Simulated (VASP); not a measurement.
**Pr2F: single point with PBE**

Pr2F:

```xyz
3
Lattice="5.1500 0.0000 0.0000 -2.5750 4.4600 0.0000 0.0000 0.0000 3.4006" Properties=species:S:1:pos:R:3 pbc="T T T"
Pr    0.0000    2.9734    1.7003
Pr    2.5750    1.4867    1.7003
F     0.0000    0.0000    1.7003
```

```
Program                : VASP 6.6.1
Task                   : single point
Functional             : PBE
Potentials or basis    : VASP PAW PBE potentials, release 64 (Pr_3, F), 4f in core
Cutoff                 : 600 eV
k mesh                 : 12 × 12 × 14
Occupations            : gaussian, width 0.1 eV
Spin                   : no spin polarisation
Dipole correction      : no
Further INCAR settings : ALGO = Normal; EDIFF = 1e-06; NBANDS = 22
```

```yaml
Pressure: -0.2 GPa
Band_gap_on_the_k_mesh: zero (an odd number of electrons rules out a gap without spin polarisation)
```

Stress tensor (GPa, compression positive):
```
-0.30  0.00  0.00
 0.00 -0.30  0.00
 0.00  0.00 -0.10
```

Levels at points of the mesh, in eV from the Fermi level:
```csv
k point,band 11,band 12,band 13,band 14,band 15,band 16,band 17,band 18,band 19,band 20
"(0.00, 0.00, 0.00)",-5.50,-4.29,-2.53,-0.52,0.76,1.96,1.96,2.36,2.36,2.39
"(0.50, 0.00, 0.00)",-5.46,-4.32,-1.46,-1.07,-0.59,0.15,1.28,2.03,2.66,2.93
"(0.00, 0.00, 0.50)",-5.35,-4.95,-1.41,-1.41,0.40,1.78,1.78,2.59,2.62,2.62
"(0.50, 0.00, 0.50)",-5.32,-5.12,-1.95,-0.97,-0.35,0.63,0.69,2.04,3.47,5.06
```

Wall time 2.3 min on 1 thread of AMD EPYC 9R45 96-Core Processor (Zen 5) (shared host), peak memory 0.39 GiB.

Caveat: spin-orbit coupling is left out, which moves the levels of the heavy elements; the 4f electrons are frozen in the core, so they carry no moment and show no levels; the run has no spin polarisation, though such a crystal can be magnetic. With open d or f shells a metallic result of PBE can be an artefact of self-interaction; +U or a hybrid may open a gap.
